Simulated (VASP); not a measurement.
## TaN: single point with PBE

Crystal: TaN.

```
CELL_PARAMETERS angstrom
2.97666 0.00000 0.00000
-1.48833 2.57787 0.00000
0.00000 0.00000 2.92094
ATOMIC_POSITIONS crystal
Ta 0.33333 0.66667 0.50000
N 0.00000 0.00000 0.00000
```

```json
{
  "Program": "VASP 6.6.1",
  "Task": "single point",
  "Functional": "PBE",
  "Potentials or basis": "VASP PAW PBE potentials, release 64 (Ta_pv, N)",
  "Cutoff": "520 eV",
  "k mesh": "10 × 10 × 9",
  "Occupations": "fermi-dirac, width 0.05 eV",
  "Spin": "no spin polarisation",
  "Dipole correction": "no",
  "Further INCAR settings": "ALGO = Normal; EDIFF = 1e-06; NBANDS = 15"
}
```

| Quantity | Value |
| --- | --- |
| Pressure | -7.7 GPa |
| Band gap on the k mesh | zero (band 8 reaches 8.07 eV, above the bottom of band 9 at 7.79 eV) |

Stress tensor (GPa, compression positive):
```
-7.57  0.00  0.00
 0.00 -7.57  0.00
 0.00  0.00 -7.86
```

Levels at points of the mesh, in eV from the Fermi level:
```tsv
k point	band 4	band 5	band 6	band 7	band 8	band 9	band 10	band 11	band 12	band 13
(0.00, 0.00, 0.00)	-17.54	-4.45	-4.45	-4.09	-2.94	1.86	3.34	3.34	3.72	3.72
(0.50, 0.00, 0.00)	-15.40	-8.12	-5.06	-3.38	-3.17	2.80	3.73	4.93	4.95	7.00
```

It took 24 s on 1 thread of Intel(R) Xeon(R) Platinum 8259CL CPU @ 2.50GHz (Skylake/Cascade Lake) (shared host), peak memory 0.15 GiB.

Caveat: spin-orbit coupling is left out, which moves the levels of the heavy elements.
